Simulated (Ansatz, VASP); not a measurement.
# InB3As4: VASP beside Ansatz

```xyz
8
Lattice="-2.5758 2.5758 5.0696 2.5758 -2.5758 5.0696 2.5758 2.5758 -5.0696" Properties=species:S:1:pos:R:3 pbc="T T T"
B     0.0000    2.5758    2.5348
B     0.0000    0.0000    5.0696
B     2.5758    0.0000    2.5348
As    1.1096   -1.1096    3.6798
As    1.1096    1.1096    6.4595
As   -1.1096    1.1096    3.6798
As    1.4662    1.4662    1.3898
In    0.0000    0.0000    0.0000
```

Alike in both runs: task single point; functional r2SCAN; k mesh 8 × 8 × 8; no spin polarisation.

|  | VASP | Ansatz |
| --- | --- | --- |
| version | VASP 6.6.1 | Ansatz 0.2.0 |
| potentials or method | VASP PAW PBE potentials, release 64 (B, As, In_d) | plane waves, PAW |
| plane-wave cutoff (eV) | 520 | 500 |
| occupations | gaussian, width 0.01 eV | fixed |
| valence electrons in the cell | 42 | 82 |

|  | VASP | Ansatz | Ansatz less VASP |
| --- | --- | --- | --- |
| gap on the k mesh at the Fermi level (eV) | 0.77 | 0.76 | -0.006 |
| pressure (GPa) | 0.1 | 0.0 | -0.08 |

VASP's potentials were made for PBE, not for r2SCAN. VASP's potentials hold 42 valence electrons a cell and Ansatz's 82, so a difference there can come from the potentials and not from the codes.
